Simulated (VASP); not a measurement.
# SiS3 (Im-3m) in VASP: single point with PBE

Aim: the single point of SiS3 with PBE.

All numbers are computed with VASP 6.6.1; they aren't measurements. Logs are shortened: lines on timing, memory, paths and dates and some standing lists are left out, and cuts for length are marked.

### 1 The cell of the first run

Symmetry: Im-3m, No. 229, cubic system. Conventional cell: a = 5.165 Å, b = 5.165 Å, c = 5.165 Å, α = 90.00°, β = 90.00°, γ = 90.00°. Within 3.4 Å of Si (site symmetry m-3m) lie 6 S at 2.58 Å. Within 3.4 Å of S (site symmetry 4/mmm) lie 2 Si at 2.58 Å and 4 S at 2.58 Å.

### 2 Single point, PBE

Contents of INCAR:

```
SYSTEM = SiS3
PREC = Accurate
ENCUT = 520
EDIFF = 1E-7
ISMEAR = 0
SIGMA = 0.1
LREAL = .False.
LASPH = .True.
NELM = 80
ALGO = Normal
ISIF = 2
LWAVE = .False.
LCHARG = .True.
GGA = PE
LELF = .True.
LVHAR = .True.
NBANDS = 19
```

Contents of KPOINTS:

```
regular mesh
0
Gamma
  12 12 12
  0 0 0
```

Contents of POSCAR:

```
SiS3
1.0
   -2.5823868862      2.5823868862      2.5823868862
    2.5823868862     -2.5823868862      2.5823868862
    2.5823868862      2.5823868862     -2.5823868862
Si S
1 3
Direct
    0.0000000000      0.0000000000      0.0000000000
    0.0000000000      0.5000000000      0.5000000000
    0.5000000000      0.0000000000      0.5000000000
    0.5000000000      0.5000000000      0.0000000000
```

Potentials or basis: VASP PAW PBE potentials, release 64 (Si, S).

On the command line:

```console
> cat potpaw_PBE.64/Si/POTCAR potpaw_PBE.64/S/POTCAR > POTCAR
> mpirun -np 1 vasp_std > vasp.out
```

OUTCAR:

```text
SYSTEM = SiS3
   PREC = Accurate
   ENCUT = 520
   EDIFF = 1E-7
   ISMEAR = 0
   LREAL = .False.
   LASPH = .True.
   NELM = 80
   ISIF = 2
   GGA = PE

 ion  position               nearest neighbor table
   1  0.000  0.000  0.000-   2 2.58   3 2.58   4 2.58   2 2.58   3 2.58   4 2.58
   2  0.000  0.500  0.500-   1 2.58   3 2.58   4 2.58   1 2.58   4 2.58   3 2.58
   3  0.500  0.000  0.500-   1 2.58   2 2.58   4 2.58   4 2.58   1 2.58   2 2.58
   4  0.500  0.500  0.000-   1 2.58   2 2.58   3 2.58   3 2.58   2 2.58   1 2.58

  LATTYP: Found a body centered cubic cell.
 ALAT       =     5.1647737724

  Lattice vectors:

 A1 = (  -2.5823868862,   2.5823868862,   2.5823868862)
 A2 = (   2.5823868862,  -2.5823868862,   2.5823868862)
 A3 = (   2.5823868862,   2.5823868862,  -2.5823868862)

Analysis of symmetry for initial positions (statically):
=====================================================================
 Subroutine PRICEL returns:
 Original cell was already a primitive cell.

 Routine SETGRP: Setting up the symmetry group for a
 body centered cubic supercell.

 Subroutine GETGRP returns: Found 48 space group operations
 (whereof 48 operations were pure point group operations)
 out of a pool of 48 trial point group operations.

The static configuration has the point symmetry O_h .

Analysis of symmetry for dynamics (positions and initial velocities):
=====================================================================
 Subroutine PRICEL returns:
 Original cell was already a primitive cell.

 Routine SETGRP: Setting up the symmetry group for a
 body centered cubic supercell.

 Subroutine GETGRP returns: Found 48 space group operations
 (whereof 48 operations were pure point group operations)
 out of a pool of 48 trial point group operations.

The dynamic configuration has the point symmetry O_h .

 Subroutine INISYM returns: Found 48 space group operations
 (whereof 48 operations are pure point group operations),
 and found     1 'primitive' translations

----------------------------------------------------------------------------------------

                                     Primitive cell

  volume of cell :      68.8849

  direct lattice vectors                    reciprocal lattice vectors
    -2.582386886  2.582386886  2.582386886     0.000000000  0.193619323  0.193619323
[... 85 lines left out ...]
   LNONCOLLINEAR =      F non collinear calculations
   LSORBIT =      F    spin-orbit coupling
   LASPH  =      T    aspherical Exc in radial PAW
   ENCUT  =  520.0 eV  38.22 Ry    6.18 a.u.   8.32  8.32  8.32*2*pi/ulx,y,z
   NELM   =     80;   NELMIN=  2; NELMDL= -5     # of ELM steps
   EDIFF  = 0.1E-06   stopping-criterion for ELM
   LREAL  =      F    real-space projection
   EDIFFG = 0.1E-05   stopping-criterion for IOM
   NSW    =      0    number of steps for IOM
   IBRION =     -1    ionic relax: 0-MD 1-quasi-New 2-CG
   NFREE  =      0    steps in history (QN), initial steepest desc. (CG)
   ISIF   =      2    stress and relaxation
   ISYM   =      2    0-nonsym 1-usesym 2-fastsym
   POTIM  = 0.5000    time-step for ionic-motion
   TEBEG  =    0.0;   TEEND  =   0.0 temperature during run
   PSTRESS=    0.0 pullay stress
   NELECT =      22.0000    total number of electrons
   NUPDOWN=      -1.0000    fix difference up-down
   EMIN   =  10.00;   EMAX   =-10.00  energy-range for DOS
   EFERMI =   0.00;   METHOD = LEGACY
   ISMEAR =     0;   SIGMA  =   0.10  broadening in eV -4-tet -1-fermi 0-gaus
   EFERMI_NEDOS =   21; number of points for ismear=-14 and -15
   IALGO  =     38    algorithm
   IMIX   =      4    mixing-type and parameters
     AMIX     =   0.40;   BMIX     =  1.00
     AMIX_MAG =   1.60;   BMIX_MAG =  1.00
  volume/ion in A,a.u.               =      17.22       116.21
  Fermi-wavevector in a.u.,A,eV,Ry     =   1.119028  2.114657 17.037548  1.252224
  Thomas-Fermi vector in A             =   2.255664
   LORBIT       =      0    0 simple, 1 ext, 2 COOP (PROOUT), +10 PAW based schemes
   GGA     = PE    functional components
   LHFCALC =     F    Hartree Fock is set to
   AEXX    =    0.0000 exact exchange contribution
   IVDW    =     0    specifies the selected vdW correction
   LEPSILON=     F    determine dielectric tensor
   LRPA    =     F    only Hartree local field effects (RPA)
 non-spin polarized calculation
 Gauss-broadening in eV      SIGMA  =   0.10
  energy-cutoff  :      520.00
  volume of cell :       68.88
 maximum number of plane-waves:      1886
 NGX is ok and might be reduce to    36
   NGX = 17   NGY = 17   NGZ = 17

 number of electron      21.9999996 magnetization

 Free energy of the ion-electron system (eV)
  ---------------------------------------------------
  ext. energy  EPLUGINS =         0.00000000
  ---------------------------------------------------
  free energy    TOTEN  =       -16.35705358 eV

  energy without entropy =      -16.34103388  energy(sigma->0) =      -16.34904373

 E-fermi :   7.3194     XC(G=0): -10.4850

 val. band max:        7.3107680844   @ k =  -0.3333   0.4167   0.1667
 cond. band min:       7.3197624489   @ k =  -0.4167   0.4167   0.2500
 fundamental gap:      0.0089943646
 Fermi energy:         7.3194309473

 k-point     1 :       0.0000    0.0000    0.0000
  band No.  band energies     occupation
      1      -9.1885      2.00000
      2      -4.2115      2.00000
      3      -4.2115      2.00000
      4       1.4813      2.00000
      5       1.4813      2.00000
      6       1.4813      2.00000
[... 505 lines left out ...]
      6       2.5802      2.00000
[... 11 lines left out ...]
     18      15.2913      0.00000
     19      15.8303      0.00000

 [... further k-points ...]
[... 5 lines left out ...]
  --------------------------------------------------------------------------------------
  -------------------------------------------------------------------------------------
  Total       -0.0247535     -0.0247535     -0.0247535      0.0000000      0.0000000      0.0000000
  in kB       -0.5757360     -0.5757360     -0.5757360      0.0000000      0.0000000      0.0000000
  external PRESSURE =      -0.5757360 kB  Pullay stress =       0.0000000 kB

 VOLUME and BASIS-vectors are now :
 -----------------------------------------------------------------------------
  energy-cutoff  :      520.00
  volume of cell :       68.88
      direct lattice vectors                 reciprocal lattice vectors
    -2.582386886  2.582386886  2.582386886     0.000000000  0.193619323  0.193619323
     2.582386886 -2.582386886  2.582386886     0.193619323  0.000000000  0.193619323
     2.582386886  2.582386886 -2.582386886     0.193619323  0.193619323  0.000000000

 POSITION                                       TOTAL-FORCE (eV/Angst)
 -----------------------------------------------------------------------------------
      0.00000      0.00000      0.00000        -0.000000      0.000000     -0.000000
      2.58239      0.00000      0.00000        -0.000000     -0.000000     -0.000000
      0.00000      2.58239      0.00000        -0.000000      0.000000      0.000000
      0.00000      0.00000      2.58239         0.000000     -0.000000      0.000000
 -----------------------------------------------------------------------------------
    total drift:                                0.000000      0.000000     -0.000000

  FREE ENERGIE OF THE ION-ELECTRON SYSTEM (eV)
  ---------------------------------------------------
  free  energy   TOTEN  =       -16.3570535807 eV

  energy  without entropy=      -16.3410338777  energy(sigma->0) =      -16.34904373
```

OSZICAR:

```text
N       E                     dE             d eps       ncg     rms          rms(c)
DAV:   1     0.837041229073E+02    0.83704E+02   -0.96822E+03  2736   0.993E+02
DAV:   2    -0.108257532121E+02   -0.94530E+02   -0.91169E+02  3744   0.170E+02
DAV:   3    -0.163265091672E+02   -0.55008E+01   -0.54410E+01  3387   0.417E+01
DAV:   4    -0.163856966049E+02   -0.59187E-01   -0.59117E-01  3345   0.522E+00
DAV:   5    -0.163865023895E+02   -0.80578E-03   -0.80572E-03  3299   0.602E-01    0.168E+01
DAV:   6    -0.163516131775E+02    0.34889E-01   -0.79836E-02  3147   0.127E+00    0.102E+01
DAV:   7    -0.163564987756E+02   -0.48856E-02   -0.37585E-02  3219   0.106E+00    0.482E-01
DAV:   8    -0.163568707350E+02   -0.37196E-03   -0.20550E-03  3109   0.267E-01    0.151E-01
DAV:   9    -0.163570157804E+02   -0.14505E-03   -0.38013E-04  2948   0.115E-01    0.499E-02
DAV:  10    -0.163570473572E+02   -0.31577E-04   -0.30655E-05  3347   0.355E-02    0.163E-02
DAV:  11    -0.163570536786E+02   -0.63214E-05   -0.92502E-06  2927   0.180E-02    0.588E-03
DAV:  12    -0.163570535807E+02    0.97897E-07   -0.29115E-07  3515   0.317E-03
   1 F= -.16357054E+02 E0= -.16349044E+02  d E =-.160197E-01
```

stdout:

```text
POSCAR found type information on POSCAR SiS
 POSCAR found :  2 types and       4 ions
 scaLAPACK will be used
 LDA part: xc-table for (Slater+PW92), standard interpolation
 POSCAR, INCAR and KPOINTS ok, starting setup
 FFT: planning ... GRIDC
 FFT: planning ... GRID_SOFT
 FFT: planning ... GRID
 WAVECAR not read
 entering main loop
```

It took 2.5 min on 1 thread of AMD EPYC 7R13, shared host; peak memory 0.21 GiB.

What came out:

```
Free energy            : -16.3571 eV
Pressure               : -0.1 GPa
Band gap on the k mesh : zero (bands 11 and 12 overlap by 5.13 eV)
```
